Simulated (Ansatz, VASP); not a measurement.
# One calculation of Ti2C, two programs

```
Ti C
1.0
     1.54070    0.88952    4.81377
    -1.54070    0.88952    4.81377
     0.00000   -1.77905    4.81377
Ti C
2 1
Direct
  0.24550 0.24550 0.24550
  0.75450 0.75450 0.75450
  0.50000 0.50000 0.50000
```

Alike in both runs: task single point; functional r2SCAN; k mesh 9 × 9 × 9; occupations gaussian, width 0.2 eV; no spin polarisation.

```csv
,VASP,Ansatz
version,VASP 6.6.1,Ansatz 0.2.0
potentials or method,"VASP PAW PBE potentials, release 64 (Ti_sv, C), cutoff 520 eV","scalar-relativistic, plane waves, PAW"
valence electrons in the cell,28,28
```

|  | VASP | Ansatz | Ansatz less VASP |
| --- | --- | --- | --- |
| gap on the k mesh at the Fermi level (eV) | none | none | - |
| pressure (GPa) | 0.3 | -0.4 | -0.72 |
| traceless stress, the component that is largest in VASP (GPa) | 0.24 | 0.28 | +0.035 |
| rms of the force components (eV/Å) | 0.010 | 0.030 | +0.0199 |

VASP's potentials were made for PBE, not for r2SCAN. Atom by atom the forces differ by 0.040 eV/Å (rms over components). A gap of «none» marks a metal or a gap that the smearing closes. The functional is the same, so the differences come from potentials, cutoffs and numerics.
